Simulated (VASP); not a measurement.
## Te2Mo: single point with r2SCAN+D3(BJ)

Te2Mo:

```
CELL_PARAMETERS angstrom
6.33009 0.00000 0.05529
0.00000 3.49932 0.00000
-0.82603 0.00000 13.90170
ATOMIC_POSITIONS crystal
Te 0.93939 0.75000 0.60312
Te 0.06061 0.25000 0.39688
Te 0.90607 0.25000 0.85276
Te 0.09393 0.75000 0.14724
Te 0.41508 0.75000 0.89711
Te 0.58492 0.25000 0.10289
Te 0.43546 0.25000 0.64701
Te 0.56454 0.75000 0.35299
Mo 0.81916 0.75000 0.99277
Mo 0.18084 0.25000 0.00723
Mo 0.67926 0.25000 0.49335
Mo 0.32074 0.75000 0.50665
```

```yaml
Program: VASP 6.6.1
Task: single point
Functional: r2SCAN
Dispersion: D3(BJ)
Potentials_or_basis: VASP PAW PBE potentials, release 64 (Te, Mo_sv)
Cutoff: 520 eV
k_mesh: 4 × 8 × 2
Occupations: fermi-dirac, width 0.05 eV
Spin: no spin polarisation
Dipole_correction: no
Further_INCAR_settings: ALGO = Normal; EDIFF = 1e-07; NBANDS = 64
```

```yaml
Pressure: 0.1 GPa
Largest_force: 0.028 eV/Å
Band_gap_on_the_k_mesh: zero (bands 52 and 53 overlap by 0.10 eV)
Dispersion_energy_per_atom: -0.244 eV
```

Forces in eV/Å, atoms in the order of the input:
```
Te  -0.001  0.000  0.022
Te   0.001  0.000 -0.022
Te   0.002  0.000 -0.027
Te  -0.002  0.000  0.027
Te   0.001  0.000 -0.020
Te  -0.001  0.000  0.020
Te   0.000  0.000  0.028
Te   0.000  0.000 -0.028
Mo  -0.012  0.000  0.003
Mo   0.012  0.000 -0.003
Mo   0.011  0.000  0.004
Mo  -0.011  0.000 -0.004
```

Levels at points of the mesh, in eV from the Fermi level:
```tsv
k point	band 49	band 50	band 51	band 52	band 53	band 54	band 55	band 56
(0.00, 0.00, 0.00)	-0.44	-0.23	-0.04	0.06	0.59	0.82	0.84	0.91
(0.50, 0.00, 0.00)	-1.04	-1.03	-0.64	-0.58	0.11	0.14	0.81	0.82
(0.00, 0.50, 0.00)	-1.68	-1.68	-1.55	-1.55	1.14	1.14	1.26	1.26
(0.50, 0.50, 0.00)	-1.14	-1.14	-1.07	-1.07	1.09	1.09	1.14	1.14
(0.00, 0.00, 0.50)	-0.15	-0.15	-0.06	-0.05	0.62	0.70	0.85	0.89
(0.50, 0.00, 0.50)	-1.04	-1.03	-0.63	-0.47	0.15	0.17	0.78	0.84
(0.00, 0.50, 0.50)	-1.68	-1.68	-1.64	-1.64	1.13	1.13	1.23	1.23
(0.50, 0.50, 0.50)	-1.14	-1.14	-1.07	-1.07	1.10	1.10	1.12	1.12
```

Wall time 100 min on 1 thread of Oxide Virtual Turin-like Processor, on a shared host, peak memory 0.65 GiB.

Caveat: the PAW data sets were made with another functional, which shifts forces and pressure a little; spin-orbit coupling is left out, which moves the levels of the heavy elements.
